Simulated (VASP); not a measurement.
# BaTiO3 (P4/mmm) in VASP: notebook

The runs below take BaTiO3 through single point, with PBE.

Everything below comes from runs of VASP 6.6.1. Logs are shortened: lines on timing, memory, paths and dates and some standing lists are left out, and cuts for length are marked.

### Step 1. The cell of the first run

Symmetry: P4/mmm, No. 123, tetragonal system. Conventional cell: a = 4.030 Å, b = 4.030 Å, c = 3.979 Å, α = 90.00°, β = 90.00°, γ = 90.00°. Ba (site symmetry 4/mmm) has 12 O at 2.83 to 2.85 Å and 8 Ti at 3.48 Å within 3.7 Å. Within 2.6 Å of Ti (site symmetry 4/mmm) lie 6 O at 1.99 to 2.02 Å. Within 2.6 Å of O (site symmetry 4/mmm) lie 2 Ti at 1.99 Å. O (site symmetry mmm) has 2 Ti at 2.02 Å within 2.7 Å.

### Step 2. Single point, PBE

Input file INCAR:

```
ALGO     = Normal         # electronic algorithm
EDIFF    = 1E-6           # SCF threshold, eV
ENCUT    = 520            # plane-wave cutoff, eV
GGA      = PE             # functional
ISIF     = 2              # what is computed and relaxed
ISMEAR   = 0              # smearing method
LASPH    = True           # aspherical terms in the spheres
LCHARG   = True           # write CHGCAR
LELF     = True           # ELF
LREAL    = False          # projectors in reciprocal space
LVHAR    = True         
LWAVE    = False          # write WAVECAR
NBANDS   = 28             # bands
NELM     = 80             # most SCF steps
PREC     = Accurate       # precision mode
SIGMA    = 0.02           # smearing width, eV
```

Input file KPOINTS:

```
k-points
0
Gamma
  8 8 8
```

Input file POSCAR:

```
BaTiO3
1.0
    3.9790584239      0.0000000000      0.0000000000
    0.0000000000      4.0301065033      0.0000000000
    0.0000000000      0.0000000000      4.0301065033
Ba Ti O
1 1 3
Direct
    0.5000000000      0.5000000000      0.5000000000
    0.0000000000      0.0000000000      0.0000000000
    0.5000000000      0.0000000000      0.0000000000
    0.0000000000      0.5000000000      0.0000000000
    0.0000000000      0.0000000000      0.5000000000
```

Potentials or basis: VASP PAW PBE potentials, release 64 (Ba_sv, Ti_sv, O).

Command:

```sh
> cat potpaw_PBE.64/Ba_sv/POTCAR potpaw_PBE.64/Ti_sv/POTCAR potpaw_PBE.64/O/POTCAR > POTCAR
> mpirun -np 1 vasp_std > vasp.out
```

OUTCAR:

```text
EDIFF = 1E-6
   ENCUT = 520
   GGA = PE
   ISIF = 2
   ISMEAR = 0
   LASPH = True
   LREAL = False
   NELM = 80
   PREC = Accurate

 ion  position               nearest neighbor table
   1  0.500  0.500  0.500-   4 2.83   5 2.83   4 2.83   5 2.83   4 2.83   5 2.83   4 2.83   5 2.83
                             3 2.85   3 2.85   3 2.85   3 2.85   2 3.48   2 3.48   2 3.48   2 3.48
   2  0.000  0.000  0.000-   3 1.99   3 1.99   5 2.02   5 2.02   4 2.02   4 2.02   1 3.48   1 3.48
                             1 3.48   1 3.48   1 3.48   1 3.48   1 3.48   1 3.48
   3  0.500  0.000  0.000-   2 1.99   2 1.99   1 2.85   1 2.85   1 2.85   1 2.85
   4  0.000  0.500  0.000-   2 2.02   2 2.02   1 2.83   1 2.83   1 2.83   1 2.83
   5  0.000  0.000  0.500-   2 2.02   2 2.02   1 2.83   1 2.83   1 2.83   1 2.83

  LATTYP: Found a simple tetragonal cell.
 ALAT       =     4.0301065033
 C/A-ratio  =     0.9873333175

  Lattice vectors:

 A1 = (   0.0000000000,   4.0301065033,   0.0000000000)
 A2 = (   0.0000000000,   0.0000000000,   4.0301065033)
 A3 = (   3.9790584239,   0.0000000000,   0.0000000000)

Analysis of symmetry for initial positions (statically):
=====================================================================
 Subroutine PRICEL returns:
 Original cell was already a primitive cell.

 Routine SETGRP: Setting up the symmetry group for a
 simple tetragonal supercell.

 Subroutine GETGRP returns: Found 16 space group operations
 (whereof 16 operations were pure point group operations)
 out of a pool of 16 trial point group operations.

The static configuration has the point symmetry D_4h.

Analysis of symmetry for dynamics (positions and initial velocities):
=====================================================================
 Subroutine PRICEL returns:
 Original cell was already a primitive cell.

 Routine SETGRP: Setting up the symmetry group for a
 simple tetragonal supercell.

 Subroutine GETGRP returns: Found 16 space group operations
 (whereof 16 operations were pure point group operations)
 out of a pool of 16 trial point group operations.

The dynamic configuration has the point symmetry D_4h.

 Subroutine INISYM returns: Found 16 space group operations
 (whereof 16 operations are pure point group operations),
 and found     1 'primitive' translations

----------------------------------------------------------------------------------------

[... 94 lines left out ...]
   LSORBIT =      F    spin-orbit coupling
   LASPH  =      T    aspherical Exc in radial PAW
   ENCUT  =  520.0 eV  38.22 Ry    6.18 a.u.   7.40  7.49  7.49*2*pi/ulx,y,z
   NELM   =     80;   NELMIN=  2; NELMDL= -5     # of ELM steps
   EDIFF  = 0.1E-05   stopping-criterion for ELM
   LREAL  =      F    real-space projection
   EDIFFG = 0.1E-04   stopping-criterion for IOM
   NSW    =      0    number of steps for IOM
   IBRION =     -1    ionic relax: 0-MD 1-quasi-New 2-CG
   NFREE  =      0    steps in history (QN), initial steepest desc. (CG)
   ISIF   =      2    stress and relaxation
   ISYM   =      2    0-nonsym 1-usesym 2-fastsym
   POTIM  = 0.5000    time-step for ionic-motion
   TEBEG  =    0.0;   TEEND  =   0.0 temperature during run
   PSTRESS=    0.0 pullay stress
   NELECT =      40.0000    total number of electrons
   NUPDOWN=      -1.0000    fix difference up-down
   EMIN   =  10.00;   EMAX   =-10.00  energy-range for DOS
   EFERMI =   0.00;   METHOD = LEGACY
   ISMEAR =     0;   SIGMA  =   0.02  broadening in eV -4-tet -1-fermi 0-gaus
   EFERMI_NEDOS =   21; number of points for ismear=-14 and -15
   IALGO  =     38    algorithm
   IMIX   =      4    mixing-type and parameters
     AMIX     =   0.40;   BMIX     =  1.00
     AMIX_MAG =   1.60;   BMIX_MAG =  1.00
  volume/ion in A,a.u.               =      12.93        87.22
  Fermi-wavevector in a.u.,A,eV,Ry     =   1.395159  2.636468 26.483314  1.946469
  Thomas-Fermi vector in A             =   2.518638
   LORBIT       =      0    0 simple, 1 ext, 2 COOP (PROOUT), +10 PAW based schemes
   GGA     = PE    functional components
   LHFCALC =     F    Hartree Fock is set to
   AEXX    =    0.0000 exact exchange contribution
   IVDW    =     0    specifies the selected vdW correction
   LEPSILON=     F    determine dielectric tensor
   LRPA    =     F    only Hartree local field effects (RPA)
 non-spin polarized calculation
 Gauss-broadening in eV      SIGMA  =   0.02
  energy-cutoff  :      520.00
  volume of cell :       64.63
 maximum number of plane-waves:      1767
 NGX is ok and might be reduce to    30
   NGX = 15   NGY = 15   NGZ = 15

 number of electron      39.9999978 magnetization

 Free energy of the ion-electron system (eV)
  ---------------------------------------------------
  ext. energy  EPLUGINS =         0.00000000
  ---------------------------------------------------
  free energy    TOTEN  =       -39.97326946 eV

  energy without entropy =      -39.97326946  energy(sigma->0) =      -39.97326946

 E-fermi :   3.8686     XC(G=0): -11.2187

 val. band max:        3.7831408679   @ k =   0.5000   0.5000   0.5000
 cond. band min:       5.4872037162   @ k =   0.0000   0.0000   0.0000
 fundamental gap:      1.7040628483
 Fermi energy:         3.8685659382

 k-point     1 :       0.0000    0.0000    0.0000
  band No.  band energies     occupation
      1     -52.8971      2.00000
      2     -29.1071      2.00000
      3     -29.1025      2.00000
      4     -29.1025      2.00000
      5     -21.0589      2.00000
      6     -13.1074      2.00000
[... 733 lines left out ...]
     27      11.8047      0.00000
     28      13.3793      0.00000

 [... further k-points ...]
[... 5 lines left out ...]
  --------------------------------------------------------------------------------------
  -------------------------------------------------------------------------------------
  Total        1.6942886      0.7029189      0.7029189      0.0000000      0.0000000      0.0000000
  in kB       42.0034163     17.4261889     17.4261889      0.0000000      0.0000000      0.0000000
  external PRESSURE =      25.6185980 kB  Pullay stress =       0.0000000 kB

 VOLUME and BASIS-vectors are now :
 -----------------------------------------------------------------------------
  energy-cutoff  :      520.00
  volume of cell :       64.63
      direct lattice vectors                 reciprocal lattice vectors
     3.979058424  0.000000000  0.000000000     0.251315737  0.000000000  0.000000000
     0.000000000  4.030106503  0.000000000     0.000000000  0.248132400  0.000000000
     0.000000000  0.000000000  4.030106503     0.000000000  0.000000000  0.248132400

 POSITION                                       TOTAL-FORCE (eV/Angst)
 -----------------------------------------------------------------------------------
      1.98953      2.01505      2.01505         0.000000      0.000000      0.000000
      0.00000      0.00000      0.00000         0.000000      0.000000      0.000000
      1.98953      0.00000      0.00000         0.000000      0.000000      0.000000
      0.00000      2.01505      0.00000         0.000000      0.000000      0.000000
      0.00000      0.00000      2.01505         0.000000      0.000000      0.000000
 -----------------------------------------------------------------------------------
    total drift:                                0.000000     -0.000000      0.000000

  FREE ENERGIE OF THE ION-ELECTRON SYSTEM (eV)
  ---------------------------------------------------
  free  energy   TOTEN  =       -39.9732694551 eV

  energy  without entropy=      -39.9732694551  energy(sigma->0) =      -39.97326946
```

OSZICAR:

```text
N       E                     dE             d eps       ncg     rms          rms(c)
DAV:   1     0.429096301454E+03    0.42910E+03   -0.20484E+04  4200   0.152E+03
DAV:   2    -0.715553604256E+01   -0.43625E+03   -0.41505E+03  4852   0.417E+02
DAV:   3    -0.491053222878E+02   -0.41950E+02   -0.41522E+02  5004   0.134E+02
DAV:   4    -0.509813585860E+02   -0.18760E+01   -0.18721E+01  6532   0.255E+01
DAV:   5    -0.510189475685E+02   -0.37589E-01   -0.37576E-01  5368   0.331E+00    0.227E+01
DAV:   6    -0.402021466228E+02    0.10817E+02   -0.57237E+01  5860   0.657E+01    0.980E+00
DAV:   7    -0.401387065462E+02    0.63440E-01   -0.99159E+00  5556   0.228E+01    0.654E+00
DAV:   8    -0.399676686130E+02    0.17104E+00   -0.64321E-01  5140   0.694E+00    0.344E+00
DAV:   9    -0.400047542773E+02   -0.37086E-01   -0.36559E-01  5960   0.510E+00    0.163E+00
DAV:  10    -0.399776600670E+02    0.27094E-01   -0.17954E-01  4916   0.435E+00    0.556E-01
DAV:  11    -0.399732902395E+02    0.43698E-02   -0.19650E-02  5748   0.919E-01    0.146E-01
DAV:  12    -0.399735024126E+02   -0.21217E-03   -0.20396E-03  5216   0.413E-01    0.132E-01
DAV:  13    -0.399732679708E+02    0.23444E-03   -0.87476E-04  5060   0.309E-01    0.170E-02
DAV:  14    -0.399732686805E+02   -0.70972E-06   -0.28890E-05  5080   0.406E-02    0.117E-02
DAV:  15    -0.399732694551E+02   -0.77460E-06   -0.53501E-06  4944   0.183E-02
   1 F= -.39973269E+02 E0= -.39973269E+02  d E =-.528331E-12
```

stdout:

```text
POSCAR found type information on POSCAR BaTiO
 POSCAR found :  3 types and       5 ions
 scaLAPACK will be used
 LDA part: xc-table for (Slater+PW92), standard interpolation
 POSCAR, INCAR and KPOINTS ok, starting setup
 FFT: planning ... GRIDC
 FFT: planning ... GRID_SOFT
 FFT: planning ... GRID
 WAVECAR not read
 entering main loop
```

It took 78 s on 1 thread of Intel Xeon 6975P-C (Granite Rapids), shared host; peak memory 0.26 GiB.

What came out:

```
Free energy            : -39.9733 eV
Pressure               : 2.6 GPa
Band gap on the k mesh : 1.70 eV, indirect (least direct gap 1.86 eV)
```

Levels at points of the mesh, in eV from the valence-band top:
| k point | band 16 | band 17 | band 18 | band 19 | band 20 | band 21 | band 22 | band 23 | band 24 | band 25 |
| --- | --- | --- | --- | --- | --- | --- | --- | --- | --- | --- |
| (0.00, 0.00, 0.00) | -1.10 | -1.06 | -0.17 | -0.17 | -0.15 | 1.70 | 1.73 | 1.73 | 3.79 | 3.88 |
| (0.50, 0.00, 0.00) | -1.92 | -1.92 | -1.91 | -0.73 | -0.73 | 1.87 | 3.51 | 3.51 | 3.80 | 5.88 |
| (0.00, 0.50, 0.00) | -1.90 | -1.78 | -1.78 | -0.73 | -0.71 | 1.88 | 3.40 | 3.40 | 3.87 | 5.82 |
| (0.50, 0.50, 0.00) | -2.67 | -1.73 | -0.85 | -0.85 | -0.09 | 3.41 | 3.51 | 3.88 | 4.64 | 7.62 |
| (0.00, 0.50, 0.50) | -2.62 | -1.74 | -0.96 | -0.96 | -0.12 | 3.41 | 3.41 | 3.81 | 4.76 | 7.48 |
| (0.50, 0.50, 0.50) | -2.46 | -2.34 | -0.03 | 0.00 | 0.00 | 4.06 | 4.12 | 4.12 | 6.64 | 6.70 |

Caveat: spin-orbit coupling is left out, which moves the levels of the heavy elements. A k mesh can miss the band edges.

[end of part 1 of 3]
